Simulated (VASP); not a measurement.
Input of a VASP 6.6.1 run:

Contents of INCAR:

```
ALGO = Normal
EDIFF = 1E-6
ENCUT = 520
ISIF = 2
ISMEAR = -1
LASPH = True
LCHARG = True
LELF = True
LREAL = False
LVHAR = True
LWAVE = False
NBANDS = 22
NELM = 60
PREC = Accurate
SIGMA = 0.05
```

Contents of KPOINTS:

```
k-points
0
Gamma
  11 11 5
```

The input POSCAR:

```
F
1.0
    2.4735804038     -1.5450340788      0.2540077505
    2.4735804038      1.5450340788      0.2540077505
   -0.7231400370      0.0000000000      6.1553845809
F
4
Direct
    0.8967117595      0.6044793703      0.1022110163
    0.3955206297      0.1032882405      0.3977889837
    0.1032882405      0.3955206297      0.8977889837
    0.6044793703      0.8967117595      0.6022110163
```

Potentials or basis: VASP PAW LDA potentials, release 64 (F).

Command:

```bash
$ cat potpaw_LDA.64/F/POTCAR > POTCAR
$ mpirun -np 1 vasp_std > vasp.out
```

Q: What does it give for the largest force?

A: 0.075 eV/Å.

Q: Estimate the pressure.

A: -1.8 GPa.

Q: What does it give for the band gap on the k mesh?

A: 2.36 eV, direct.

Stress tensor (GPa, compression positive):
```
-1.13  0.00  0.20
 0.00 -1.78  0.00
 0.20  0.00 -2.61
```

 A k mesh can miss the band edges.
